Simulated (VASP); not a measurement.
Input of a VASP 6.6.1 run:

INCAR

```
PREC     = Accurate       # precision mode
ENCUT    = 520            # plane-wave cutoff, eV
EDIFF    = 1E-6           # SCF threshold, eV
ISMEAR   = 0              # smearing method
SIGMA    = 0.15           # smearing width, eV
LREAL    = Auto         
LASPH    = T              # aspherical terms in the spheres
NELM     = 80             # most SCF steps
ALGO     = Fast           # electronic algorithm
ISIF     = 2              # what is computed and relaxed
LWAVE    = F              # write WAVECAR
LCHARG   = T              # write CHGCAR
GGA      = PE             # functional
LVHAR    = T            
NBANDS   = 70             # bands
KPAR     = 4
```

Contents of KPOINTS:

```
Automatic mesh
0
Gamma
  8 11 4
```

POSCAR

```
SiNi
1.0
   -5.1540864066      0.0000000000      0.0000000000
    0.0000000000     -3.3754900003      0.0000000000
    0.0000000000      0.0000000000     17.2394279321
Si Ni
8 8
Direct
    0.6787529608      0.2500000000      0.3533881192
    0.6787529608      0.2500000000      0.0274078147
    0.8212470392      0.7500000000      0.5163782714
    0.8212470392      0.7500000000      0.1903979670
    0.1787529608      0.2500000000      0.4615626420
    0.1787529608      0.2500000000      0.1355823375
    0.3212470392      0.7500000000      0.6245527942
    0.3212470392      0.7500000000      0.2985724897
    0.9917824239      0.7500000000      0.3874233325
    0.9917824239      0.7500000000      0.0614430280
    0.5082175761      0.2500000000      0.5504134847
    0.5082175761      0.2500000000      0.2244331802
    0.4917824239      0.7500000000      0.4275274287
    0.4917824239      0.7500000000      0.1015471242
    0.0082175761      0.2500000000      0.5905175809
    0.0082175761      0.2500000000      0.2645372765
```

Potentials or basis: VASP PAW PBE potentials, release 64 (Si, Ni).

Command:

```console
$ cat potpaw_PBE.64/Si/POTCAR potpaw_PBE.64/Ni/POTCAR > POTCAR
$ mpirun -np 4 vasp_std > vasp.out
```

(1) Estimate the largest force.

(2) Predict the pressure.

(3) Predict the band gap on the k mesh.

Results:

(1) 0.712 eV/Å.

(2) -2.6 GPa.

(3) zero (bands 56 and 57 overlap by 1.75 eV).

Caveat: the cell differs from its parent crystal (the distance across one plane changed).
